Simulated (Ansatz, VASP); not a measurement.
**Two plane-wave programs on Hg**

```xyz
1
Lattice="2.0429 1.1795 2.0038 -2.0429 1.1795 2.0038 0.0000 -2.3590 2.0038" Properties=species:S:1:pos:R:3 pbc="T T T"
Hg    0.0000    0.0000    0.0000
```

Alike in both runs: functional PBE; k mesh 14 × 14 × 14; occupations gaussian, width 0.05 eV; no spin polarisation.

Ansatz relaxed the structure, and its values are those at the end. VASP's run is a single point on that final structure, the one shown.

|  | VASP | Ansatz |
| --- | --- | --- |
| version | VASP 6.6.1 | Ansatz 0.2.0 |
| potentials or method | VASP PAW PBE potentials, release 64 (Hg), cutoff 500 eV | scalar-relativistic, plane waves, PAW |
| valence electrons in the cell | 12 | 20 |

VASP gave:

```
gap on the k mesh at the Fermi level (eV) : none
pressure (GPa)                            : 0.2
```

**Question.** Which values does Ansatz return?

**Answer.** gap on the k mesh at the Fermi level (eV): none; pressure (GPa): 0.0.

A gap of «none» marks a metal or a gap that the smearing closes. The functional is the same, so the differences come from potentials, cutoffs and numerics. VASP's potentials hold 12 valence electrons a cell and Ansatz's 20, so a difference there can come from the potentials and not from the codes.

Neither program's run includes spin-orbit coupling.
